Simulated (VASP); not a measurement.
# BaTe (Fm-3m) in VASP: single point with PBE

Aim: the single point of BaTe with PBE.

Everything below comes from runs of VASP 6.6.1. Logs are shortened: lines on timing, memory, paths and dates and some standing lists are left out, and cuts for length are marked.

## Step 1: The cell of the first run

It takes space group Fm-3m (No. 225, cubic). The conventional cell has a = 6.932 Å, b = 6.932 Å, c = 6.932 Å, α = 90.00°, β = 90.00°, γ = 90.00°. Within 4.6 Å of Ba (site symmetry m-3m) lie 6 Te at 3.47 Å. Te (site symmetry m-3m) has 6 Ba at 3.47 Å within 4.6 Å.

## Step 2: Single point, PBE, non-collinear spin, zero start, spin-orbit coupling (41.63 Å³/atom)

The input, INCAR:

```
  PREC = Accurate
  ENCUT = 520
  EDIFF = 1E-6
  ISMEAR = 0
  SIGMA = 0.05
  LREAL = F
  LASPH = T
  NELM = 150
  ALGO = Normal
  ISIF = 2
  LWAVE = F
  LCHARG = T
  LNONCOLLINEAR = T
  MAGMOM = 0 0 0 0 0 0
  LORBIT = 11
  LSORBIT = T
  GGA_COMPAT = F
  LORBMOM = T
  GGA = PE
  LVHAR = T
  NBANDS = 28
```

The input, KPOINTS:

```
Automatic mesh
0
Gamma
  6 6 6
```

The input, POSCAR:

```
BaTe
1.0
    0.0000000000      3.4659109649      3.4659109649
    3.4659109649      0.0000000000      3.4659109649
    3.4659109649      3.4659109649      0.0000000000
Ba Te
1 1
Direct
    0.5000000000      0.5000000000      0.5000000000
    0.0000000000      0.0000000000      0.0000000000
```

Potentials or basis: VASP PAW PBE potentials, release 64 (Ba_sv, Te).

Run with:

```
> cat potpaw_PBE.64/Ba_sv/POTCAR potpaw_PBE.64/Te/POTCAR > POTCAR
> mpirun -np 1 vasp_ncl > vasp.out
```

OUTCAR:

```text
PREC = Accurate
   ENCUT = 520
   EDIFF = 1E-6
   ISMEAR = 0
   LREAL = F
   LASPH = T
   NELM = 150
   ISIF = 2
   LNONCOLLINEAR = T
   LORBIT = 11
   LSORBIT = T
   GGA = PE

 ion  position               nearest neighbor table
   1  0.500  0.500  0.500-   2 3.47   2 3.47   2 3.47   2 3.47   2 3.47   2 3.47
   2  0.000  0.000  0.000-   1 3.47   1 3.47   1 3.47   1 3.47   1 3.47   1 3.47

  LATTYP: Found a face centered cubic cell.
 ALAT       =     6.9318219298

  Lattice vectors:

 A1 = (   0.0000000000,   3.4659109649,   3.4659109649)
 A2 = (   3.4659109649,   0.0000000000,   3.4659109649)
 A3 = (   3.4659109649,   3.4659109649,   0.0000000000)

Analysis of symmetry for initial positions (statically):
=====================================================================
 Subroutine PRICEL returns:
 Original cell was already a primitive cell.

 Routine SETGRP: Setting up the symmetry group for a
 face centered cubic supercell.

 Subroutine GETGRP returns: Found 48 space group operations
 (whereof 48 operations were pure point group operations)
 out of a pool of 48 trial point group operations.

The static configuration has the point symmetry O_h .

Analysis of symmetry for dynamics (positions and initial velocities):
=====================================================================
 Subroutine PRICEL returns:
 Original cell was already a primitive cell.

 Routine SETGRP: Setting up the symmetry group for a
 face centered cubic supercell.

 Subroutine GETGRP returns: Found 48 space group operations
 (whereof 48 operations were pure point group operations)
 out of a pool of 48 trial point group operations.

The dynamic configuration has the point symmetry O_h .

Analysis of structural, dynamic, and magnetic symmetry:
=====================================================================
 Subroutine PRICEL returns:
 Original cell was already a primitive cell.

 Routine SETGRP: Setting up the symmetry group for a
 face centered cubic supercell.

 Subroutine GETGRP returns: Found 48 space group operations
 (whereof 48 operations were pure point group operations)
 out of a pool of 48 trial point group operations.

The overall configuration has the point symmetry O_h .

 Subroutine INISYM returns: Found 48 space group operations
 (whereof 48 operations are pure point group operations),
 and found     1 'primitive' translations

----------------------------------------------------------------------------------------

                                     Primitive cell

  volume of cell :      83.2688

  direct lattice vectors                    reciprocal lattice vectors
     0.000000000  3.465910965  3.465910965    -0.144262217  0.144262217  0.144262217
     3.465910965  0.000000000  3.465910965     0.144262217 -0.144262217  0.144262217
     3.465910965  3.465910965  0.000000000     0.144262217  0.144262217 -0.144262217

  length of vectors
     4.901538293  4.901538293  4.901538293     0.249869490  0.249869490  0.249869490

  position of ions in fractional coordinates (direct lattice)
     0.500000000  0.500000000  0.500000000
     0.000000000  0.000000000  0.000000000

  ion indices of the primitive-cell ions
   primitive index   ion index
                 1           1
                 2           2

----------------------------------------------------------------------------------------

 KPOINTS: Automatic mesh

Automatic generation of k-mesh.
 Grid dimensions read from file:
 generate k-points for:    6    6    6

 Generating k-lattice:

  Cartesian coordinates                     Fractional coordinates (reciprocal lattice)
    -0.024043703  0.024043703  0.024043703     0.166666667  0.000000000  0.000000000
[... 90 lines left out ...]

 number of electron      16.0000000 magnetization      -0.0000000     -0.0000000     -0.0000000

 number of electron      16.0000000 magnetization       0.0000000      0.0000000      0.0000000

 Free energy of the ion-electron system (eV)
  ---------------------------------------------------
  ext. energy  EPLUGINS =         0.00000000
  ---------------------------------------------------
  free energy    TOTEN  =        -8.88151624 eV

  energy without entropy =       -8.88151624  energy(sigma->0) =       -8.88151624

 E-fermi :   2.9477     XC(G=0):  -8.3663

 val. band max:        2.7413182501   @ k =   0.0000   0.0000   0.0000
 cond. band min:       3.9132850227   @ k =   0.5000   0.5000   0.0000
 fundamental gap:      1.1719667726
 Fermi energy:         2.9477056546

 k-point     1 :       0.0000    0.0000    0.0000
  band No.  band energies     occupation
      1     -24.4807      1.00000
      2     -24.4807      1.00000
      3     -10.9714      1.00000
      4     -10.9714      1.00000
      5      -9.0243      1.00000
      6      -9.0243      1.00000
[... 485 lines left out ...]
     27       9.1184      0.00000
     28       9.1184      0.00000

------------------------ aborting loop because EDIFF is reached ----------------------------------------

  FORCE on cell =-STRESS in cart. coord.  units (eV):
  Direction    XX          YY          ZZ          XY          YZ          ZX
  --------------------------------------------------------------------------------------
  -------------------------------------------------------------------------------------
  Total        1.1505388      1.1505388      1.1505388     -0.0000000     -0.0000000      0.0000000
  in kB       22.1375556     22.1375556     22.1375556     -0.0000000     -0.0000000      0.0000000
  external PRESSURE =      22.1375556 kB  Pullay stress =       0.0000000 kB

 VOLUME and BASIS-vectors are now :
 -----------------------------------------------------------------------------
  energy-cutoff  :      520.00
  volume of cell :       83.27
      direct lattice vectors                 reciprocal lattice vectors
     0.000000000  3.465910965  3.465910965    -0.144262217  0.144262217  0.144262217
     3.465910965  0.000000000  3.465910965     0.144262217 -0.144262217  0.144262217
     3.465910965  3.465910965  0.000000000     0.144262217  0.144262217 -0.144262217

 POSITION                                       TOTAL-FORCE (eV/Angst)
 -----------------------------------------------------------------------------------
      3.46591      3.46591      3.46591         0.000000      0.000000      0.000000
      0.00000      0.00000      0.00000        -0.000000     -0.000000     -0.000000
 -----------------------------------------------------------------------------------
    total drift:                                0.000000      0.000000      0.000000

  FREE ENERGIE OF THE ION-ELECTRON SYSTEM (eV)
  ---------------------------------------------------
  free  energy   TOTEN  =        -8.8815162397 eV

  energy  without entropy=       -8.8815162397  energy(sigma->0) =       -8.88151624

 orbital moment (x)

 # of ion     p       d       tot
 ----------------------------------------
  1         0.000  -0.000  -0.000
  2         0.000   0.000   0.000
 ----------------------------------------
            0.000  -0.000  -0.000

 orbital moment (y)

 # of ion     p       d       tot
 ----------------------------------------
  1         0.000  -0.000  -0.000
  2         0.000  -0.000  -0.000
 ----------------------------------------
            0.000  -0.000  -0.000

 orbital moment (z)

 # of ion     p       d       tot
 ----------------------------------------
  1         0.000  -0.000  -0.000
  2         0.000   0.000   0.000
 ----------------------------------------
            0.000  -0.000  -0.000

 Spin-Orbit-Coupling matrix elements

 Ion:    1  E_soc:     -0.3956335
 l=   1
     0.0000000    -0.0653975    -0.0653975
    -0.0653975     0.0000000    -0.0653975
    -0.0653975    -0.0653975     0.0000000
 l=   2
     0.0000000     0.0000224     0.0000000     0.0000224    -0.0005639
     0.0000224     0.0000000    -0.0004229     0.0000224    -0.0001410
     0.0000000    -0.0004229     0.0000000    -0.0004229     0.0000000
     0.0000224     0.0000224    -0.0004229     0.0000000    -0.0001410
    -0.0005639    -0.0001410     0.0000000    -0.0001410     0.0000000
 l=   3
     0.0000000     0.0000000     0.0000000     0.0000000     0.0000000     0.0000000     0.0000000
     0.0000000     0.0000000     0.0000000     0.0000000     0.0000000     0.0000000     0.0000000
     0.0000000     0.0000000     0.0000000     0.0000000     0.0000000     0.0000000     0.0000000
     0.0000000     0.0000000     0.0000000     0.0000000     0.0000000     0.0000000     0.0000000
     0.0000000     0.0000000     0.0000000     0.0000000     0.0000000     0.0000000     0.0000000
     0.0000000     0.0000000     0.0000000     0.0000000     0.0000000     0.0000000     0.0000000
     0.0000000     0.0000000     0.0000000     0.0000000     0.0000000     0.0000000     0.0000000

 Ion:    2  E_soc:     -0.1880888
 l=   1
     0.0000000    -0.0313462    -0.0313462
    -0.0313462     0.0000000    -0.0313462
    -0.0313462    -0.0313462     0.0000000
 l=   2
     0.0000000    -0.0000038     0.0000000    -0.0000038     0.0000018
    -0.0000038     0.0000000     0.0000013    -0.0000038     0.0000004
     0.0000000     0.0000013     0.0000000     0.0000013     0.0000000
    -0.0000038    -0.0000038     0.0000013     0.0000000     0.0000004
     0.0000018     0.0000004     0.0000000     0.0000004     0.0000000
 l=   3
     0.0000000     0.0000000     0.0000000     0.0000000     0.0000000     0.0000000     0.0000000
     0.0000000     0.0000000     0.0000000     0.0000000     0.0000000     0.0000000     0.0000000
     0.0000000     0.0000000     0.0000000     0.0000000     0.0000000     0.0000000     0.0000000
     0.0000000     0.0000000     0.0000000     0.0000000     0.0000000     0.0000000     0.0000000
     0.0000000     0.0000000     0.0000000     0.0000000     0.0000000     0.0000000     0.0000000
     0.0000000     0.0000000     0.0000000     0.0000000     0.0000000     0.0000000     0.0000000
     0.0000000     0.0000000     0.0000000     0.0000000     0.0000000     0.0000000     0.0000000

 total charge

# of ion       s       p       d       tot
------------------------------------------
    1        2.011   5.608   0.285   7.905
    2        1.342   2.139   0.004   3.485
--------------------------------------------------
tot          3.353   7.748   0.289  11.390

 magnetization (x)

# of ion       s       p       d       tot
------------------------------------------
    1        0.000  -0.000  -0.000  -0.000
    2       -0.000  -0.000   0.000  -0.000
--------------------------------------------------
tot         -0.000  -0.000  -0.000  -0.000

 magnetization (y)

# of ion       s       p       d       tot
------------------------------------------
    1        0.000   0.000   0.000   0.000
    2       -0.000   0.000   0.000   0.000
--------------------------------------------------
tot         -0.000   0.000   0.000   0.000

 magnetization (z)

# of ion       s       p       d       tot
------------------------------------------
    1        0.000   0.000  -0.000  -0.000
    2        0.000   0.000   0.000   0.000
--------------------------------------------------
tot          0.000   0.000  -0.000   0.000
```

Run time: 70 s. Hardware: 1 thread of Intel Xeon Platinum 8375C at 2.90GHz (Ice Lake), shared host; peak memory 0.41 GiB.

Results:

| Property | Result |
| --- | --- |
| Free energy | -8.8815 eV |
| Pressure | 2.2 GPa |
| Net moment | 0.00 μB per cell |
| Valence electrons inside the program's atomic spheres | Ba 7.91; Te 3.48 |

Moments on the atoms (μB; x, y, z):
```
Ba  0.00 0.00 0.00
Te  0.00 0.00 0.00
```
